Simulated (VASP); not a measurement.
# Ti in VASP: single point with PBE

Aim: the single point of Ti with PBE.

All numbers are computed with VASP 6.6.1; they aren't measurements. Logs are shortened: lines on timing, memory, paths and dates and some standing lists are left out, and cuts for length are marked.

## Step 1: The cell of the first run

The cell holds a slab with vacuum, 7 atoms: a = 2.950 Å, b = 2.950 Å, c = 30.040 Å, α = 90.00°, β = 90.00°, γ = 60.00°.

## Step 2: Single point, PBE

Contents of INCAR:

```
SYSTEM = Ti
PREC = Accurate ; ENCUT = 520
EDIFF = 1E-6 ; ISMEAR = 0
SIGMA = 0.05 ; LREAL = .False.
LASPH = .True. ; NELM = 60
ALGO = Normal ; ISIF = 2
LWAVE = .False. ; LCHARG = .True.
LDIPOL = .True. ; IDIPOL = 3
DIPOL = 0.5 0.5 0.500 ; GGA = PE
LELF = .True. ; LVHAR = .True.
LVACPOTAV = .True. ; NBANDS = 51
```

Contents of KPOINTS:

```
regular mesh
0
Gamma
  16 16 1
  0 0 0
```

Contents of POSCAR:

```
Ti
1.0
    2.9500000000      0.0000000000      0.0000000000
    1.4750000000      2.5547749412      0.0000000000
    0.0000000000      0.0000000000     30.0400000000
Ti
7
Direct
    0.0000000000      0.0000000000      0.2723710330
    0.6666666667      0.6666666667      0.3439903357
    0.0000000000      0.0000000000      0.4233959132
    0.6666666667      0.6666666667      0.4999999952
    0.0000000000      0.0000000000      0.5766040889
    0.6666666667      0.6666666667      0.6560096665
    0.0000000000      0.0000000000      0.7276289675
```

Potentials or basis: VASP PAW PBE potentials, release 64 (Ti_sv).

Run with:

```sh
cat potpaw_PBE.64/Ti_sv/POTCAR > POTCAR
mpirun -np 1 vasp_std > vasp.out
```

OUTCAR:

```text
SYSTEM = Ti
   PREC = Accurate
   ENCUT = 520
   EDIFF = 1E-6
   ISMEAR = 0
   LREAL = .False.
   LASPH = .True.
   NELM = 60
   ISIF = 2
   GGA = PE

 ion  position               nearest neighbor table
   1  0.000  0.000  0.272-   2 2.74   2 2.74   2 2.74
   2  0.667  0.667  0.344-   1 2.74   1 2.74   1 2.74
   3  0.000  0.000  0.423-   4 2.86   4 2.86   4 2.86
   4  0.667  0.667  0.500-   3 2.86   3 2.86   3 2.86   5 2.86   5 2.86   5 2.86
   5  0.000  0.000  0.577-   4 2.86   4 2.86   4 2.86
   6  0.667  0.667  0.656-   7 2.74   7 2.74   7 2.74
   7  0.000  0.000  0.728-   6 2.74   6 2.74   6 2.74

  LATTYP: Found a hexagonal cell.
 ALAT       =     2.9500000000
 C/A-ratio  =    10.1830508474

  Lattice vectors:

 A1 = (  -1.4750000000,  -2.5547749412,   0.0000000000)
 A2 = (   2.9500000000,   0.0000000000,   0.0000000000)
 A3 = (   0.0000000000,   0.0000000000,  30.0400000000)

Analysis of symmetry for initial positions (statically):
=====================================================================
 Subroutine PRICEL returns:
 Original cell was already a primitive cell.

 Routine SETGRP: Setting up the symmetry group for a
 hexagonal supercell.

 Subroutine GETGRP returns: Found 12 space group operations
 (whereof 12 operations were pure point group operations)
 out of a pool of 24 trial point group operations.

The static configuration has the point symmetry D_3h.

Analysis of symmetry for dynamics (positions and initial velocities):
=====================================================================
 Subroutine PRICEL returns:
 Original cell was already a primitive cell.

 Routine SETGRP: Setting up the symmetry group for a
 hexagonal supercell.

 Subroutine GETGRP returns: Found 12 space group operations
 (whereof 12 operations were pure point group operations)
 out of a pool of 24 trial point group operations.

The dynamic configuration has the point symmetry D_3h.

 Subroutine INISYM returns: Found 12 space group operations
 (whereof 12 operations are pure point group operations),
 and found     1 'primitive' translations

----------------------------------------------------------------------------------------

                                     Primitive cell

  volume of cell :     226.3990

  direct lattice vectors                    reciprocal lattice vectors
     2.950000000  0.000000000  0.000000000     0.338983051 -0.195711956  0.000000000
     1.475000000  2.554774941  0.000000000     0.000000000  0.391423911  0.000000000
     0.000000000  0.000000000 30.040000000     0.000000000  0.000000000  0.033288948

  length of vectors
     2.950000000  2.950000000 30.040000000     0.391423911  0.391423911  0.033288948

  position of ions in fractional coordinates (direct lattice)
     0.000000000  0.000000000  0.272371033
     0.666666667  0.666666667  0.343990336
     0.000000000  0.000000000  0.423395913
     0.666666667  0.666666667  0.499999995
     0.000000000  0.000000000  0.576604089
     0.666666667  0.666666667  0.656009666
     0.000000000  0.000000000  0.727628968

  ion indices of the primitive-cell ions
   primitive index   ion index
                 1           1
                 2           2
                 3           3
                 4           4
                 5           5
                 6           6
                 7           7

----------------------------------------------------------------------------------------

 KPOINTS: regular mesh

Automatic generation of k-mesh.
 Grid dimensions read from file:
 generate k-points for:   16   16    1

 Generating k-lattice:

  Cartesian coordinates                     Fractional coordinates (reciprocal lattice)
     0.021186441 -0.012231997  0.000000000     0.062500000  0.000000000  0.000000000
     0.000000000  0.024463994  0.000000000     0.000000000  0.062500000  0.000000000
     0.000000000  0.000000000  0.033288948     0.000000000  0.000000000  1.000000000

  Length of vectors
     0.024463994  0.024463994  0.033288948

  Shift w.r.t. Gamma in fractional coordinates (k-lattice)
     0.000000000  0.000000000  0.000000000

 Subroutine IBZKPT returns following result:
 ===========================================

 Found     30 irreducible k-points:

 Following reciprocal coordinates:
            Coordinates               Weight
  0.000000  0.000000  0.000000      1.000000
  0.062500  0.000000  0.000000      6.000000
  0.125000  0.000000  0.000000      6.000000
  0.187500  0.000000  0.000000      6.000000
  0.250000  0.000000  0.000000      6.000000
  0.312500  0.000000  0.000000      6.000000
[... 16 lines left out ...]
  0.375000  0.187500  0.000000      6.000000
  0.437500  0.187500  0.000000     12.000000
 [... further k-points ...]
   k-points           NKPTS =     30   k-points in BZ     NKDIM =     30   number of bands    NBANDS=     51
   number of dos      NEDOS =    301   number of ions     NIONS =      7
   total plane-waves  NPLWV = 129024
   dimension x,y,z NGX =    24 NGY =   24 NGZ =  224
   dimension x,y,z NGXF=    48 NGYF=   48 NGZF=  448
   ions per type =               7
   NGX,Y,Z   is equivalent  to a cutoff of  13.53, 13.53, 12.40 a.u.
   NGXF,Y,Z  is equivalent  to a cutoff of  27.05, 27.05, 24.79 a.u.
 SYSTEM =  Ti
   PREC   = accura    normal or accurate (medium, high low for compatibility)
   ISTART =      0    job   : 0-new  1-cont  2-samecut
   ICHARG =      2    charge: 1-file 2-atom 10-const
   ISPIN  =      1    spin polarized calculation?
   LNONCOLLINEAR =      F non collinear calculations
   LSORBIT =      F    spin-orbit coupling
   LASPH  =      T    aspherical Exc in radial PAW
   ENCUT  =  520.0 eV  38.22 Ry    6.18 a.u.   5.49  5.49 55.85*2*pi/ulx,y,z
   NELM   =     60;   NELMIN=  2; NELMDL= -5     # of ELM steps
   EDIFF  = 0.1E-05   stopping-criterion for ELM
   LREAL  =      F    real-space projection
   EDIFFG = 0.1E-04   stopping-criterion for IOM
   NSW    =      0    number of steps for IOM
   IBRION =     -1    ionic relax: 0-MD 1-quasi-New 2-CG
   NFREE  =      0    steps in history (QN), initial steepest desc. (CG)
   ISIF   =      2    stress and relaxation
   ISYM   =      2    0-nonsym 1-usesym 2-fastsym
   POTIM  = 0.5000    time-step for ionic-motion
   TEBEG  =    0.0;   TEEND  =   0.0 temperature during run
   PSTRESS=    0.0 pullay stress
   NELECT =      84.0000    total number of electrons
   NUPDOWN=      -1.0000    fix difference up-down
   EMIN   =  10.00;   EMAX   =-10.00  energy-range for DOS
   EFERMI =   0.00;   METHOD = LEGACY
   ISMEAR =     0;   SIGMA  =   0.05  broadening in eV -4-tet -1-fermi 0-gaus
   EFERMI_NEDOS =   21; number of points for ismear=-14 and -15
   IALGO  =     38    algorithm
   IMIX   =      4    mixing-type and parameters
     AMIX     =   0.40;   BMIX     =  1.00
     AMIX_MAG =   1.60;   BMIX_MAG =  1.00
  volume/ion in A,a.u.               =      32.34       218.26
  Fermi-wavevector in a.u.,A,eV,Ry     =   1.176368  2.223012 18.828297  1.383841
  Thomas-Fermi vector in A             =   2.312733
   LORBIT       =      0    0 simple, 1 ext, 2 COOP (PROOUT), +10 PAW based schemes
   GGA     = PE    functional components
   LHFCALC =     F    Hartree Fock is set to
   AEXX    =    0.0000 exact exchange contribution
   IVDW    =     0    specifies the selected vdW correction
   LEPSILON=     F    determine dielectric tensor
   LRPA    =     F    only Hartree local field effects (RPA)
 non-spin polarized calculation
 Gauss-broadening in eV      SIGMA  =   0.05
  energy-cutoff  :      520.00
  volume of cell :      226.40
 maximum number of plane-waves:      6231
 NGX is ok and might be reduce to    24
   NGX = 11   NGY = 11   NGZ =111

 dipolmoment           0.000000      0.000000     -0.000000 electrons x Angstroem

 number of electron      83.9999993 magnetization

 dipolmoment           0.000000      0.000000      0.000000 electrons x Angstroem

 Free energy of the ion-electron system (eV)
  ---------------------------------------------------
  ext. energy  EPLUGINS =         0.00000000
  ---------------------------------------------------
  free energy    TOTEN  =       -53.02771691 eV

  energy without entropy =      -53.01629002  energy(sigma->0) =      -53.02200346

 E-fermi :   2.5495     XC(G=0):  -6.8473

 val. band max:        2.5463440143   @ k =  -0.3750   0.2500   0.0000
 cond. band min:       2.5642705243   @ k =  -0.4375   0.1875   0.0000
 fundamental gap:      0.0179265100
 Fermi energy:         2.5495041741

 k-point     1 :       0.0000    0.0000    0.0000
  band No.  band energies     occupation
      1     -54.3559      2.00000
      2     -54.3556      2.00000
      3     -54.3141      2.00000
      4     -54.2587      2.00000
      5     -54.2148      2.00000
      6     -54.1447      2.00000
[... 43 lines left out ...]
     50       3.3370      0.00000
     51       3.3370      0.00000

 k-point     2 :       0.0625    0.0000    0.0000
  band No.  band energies     occupation
      1     -54.3527      2.00000
      2     -54.3525      2.00000
      3     -54.3107      2.00000
      4     -54.2560      2.00000
      5     -54.2130      2.00000
      6     -54.1429      2.00000
[... 43 lines left out ...]
     50       3.3673      0.00000
     51       3.3991      0.00000

 k-point     3 :       0.1250    0.0000    0.0000
  band No.  band energies     occupation
      1     -54.3436      2.00000
      2     -54.3434      2.00000
      3     -54.3009      2.00000
      4     -54.2484      2.00000
      5     -54.2077      2.00000
      6     -54.1377      2.00000
[... 43 lines left out ...]
     50       3.4462      0.00000
     51       3.4765      0.00000
[... 1027 lines left out ...]
 k-point    23 :       0.3750    0.1875    0.0000
  band No.  band energies     occupation
      1     -54.2938      2.00000
      2     -54.2938      2.00000
      3     -54.2433      2.00000
      4     -54.2059      2.00000
      5     -54.1824      2.00000
      6     -54.1102      2.00000
[... 43 lines left out ...]
     50       3.5674      0.00000
     51       3.5827      0.00000

 k-point    24 :       0.4375    0.1875    0.0000
  band No.  band energies     occupation
      1     -54.2810      2.00000
      2     -54.2810      2.00000
      3     -54.2267      2.00000
      4     -54.1949      2.00000
      5     -54.1777      2.00000
      6     -54.1034      2.00000
[... 43 lines left out ...]
     50       3.4436      0.00000
     51       3.5196      0.00000

 [... further k-points ...]
[... 5 lines left out ...]
  --------------------------------------------------------------------------------------
  -------------------------------------------------------------------------------------
  Total       -1.2817796     -1.2817796     -0.1804106      0.0000000     -0.0000000     -0.0000000
  in kB       -9.0708783     -9.0708783     -1.2767270      0.0000000     -0.0000000     -0.0000000
  external PRESSURE =      -6.4728279 kB  Pullay stress =       0.0000000 kB

 VOLUME and BASIS-vectors are now :
 -----------------------------------------------------------------------------
  energy-cutoff  :      520.00
  volume of cell :      226.40
      direct lattice vectors                 reciprocal lattice vectors
     2.950000000  0.000000000  0.000000000     0.338983051 -0.195711956  0.000000000
     1.475000000  2.554774941  0.000000000     0.000000000  0.391423911  0.000000000
     0.000000000  0.000000000 30.040000000     0.000000000  0.000000000  0.033288948

 POSITION                                       TOTAL-FORCE (eV/Angst)
 -----------------------------------------------------------------------------------
      0.00000      0.00000      8.18203         0.000000      0.000000      0.013236
      2.95000      1.70318     10.33347        -0.000000      0.000000     -0.002406
      0.00000      0.00000     12.71881        -0.000000     -0.000000     -0.002606
      2.95000      1.70318     15.02000         0.000000     -0.000000      0.000000
      0.00000      0.00000     17.32119        -0.000000     -0.000000      0.002606
      2.95000      1.70318     19.70653        -0.000000      0.000000      0.002406
      0.00000      0.00000     21.85797         0.000000      0.000000     -0.013236
 -----------------------------------------------------------------------------------
    total drift:                               -0.000001     -0.000001      0.000000

  FREE ENERGIE OF THE ION-ELECTRON SYSTEM (eV)
  ---------------------------------------------------
  free  energy   TOTEN  =       -53.0277169118 eV

  energy  without entropy=      -53.0162900151  energy(sigma->0) =      -53.02200346

 vacuum level on the upper side and lower side of the slab         6.939         6.939
```

It took 9.3 min on 1 thread of Intel Xeon Platinum 8488C (Sapphire Rapids), shared host; peak memory 0.48 GiB.

What came out:

| Item | Value |
| --- | --- |
| Free energy | -53.0277 eV |
| Largest force | 0.013 eV/Å |
| Band gap on the k mesh | zero (bands 42 and 43 overlap by 1.02 eV) |

Forces in eV/Å, atoms in the order of the input:
```
Ti   0.000  0.000  0.013
Ti   0.000  0.000 -0.002
Ti   0.000  0.000 -0.003
Ti   0.000  0.000  0.000
Ti   0.000  0.000  0.003
Ti   0.000  0.000  0.002
Ti   0.000  0.000 -0.013
```

Levels at points of the mesh, in eV from the Fermi level:
```csv
k point,band 39,band 40,band 41,band 42,band 43,band 44,band 45,band 46,band 47,band 48
"(0.00, 0.00, 0.00)",0.28,0.57,0.58,0.58,0.62,0.62,0.65,0.65,0.70,0.70
"(0.50, 0.00, 0.00)",-0.96,-0.81,-0.70,0.27,0.38,0.51,0.71,1.04,1.05,1.07
```
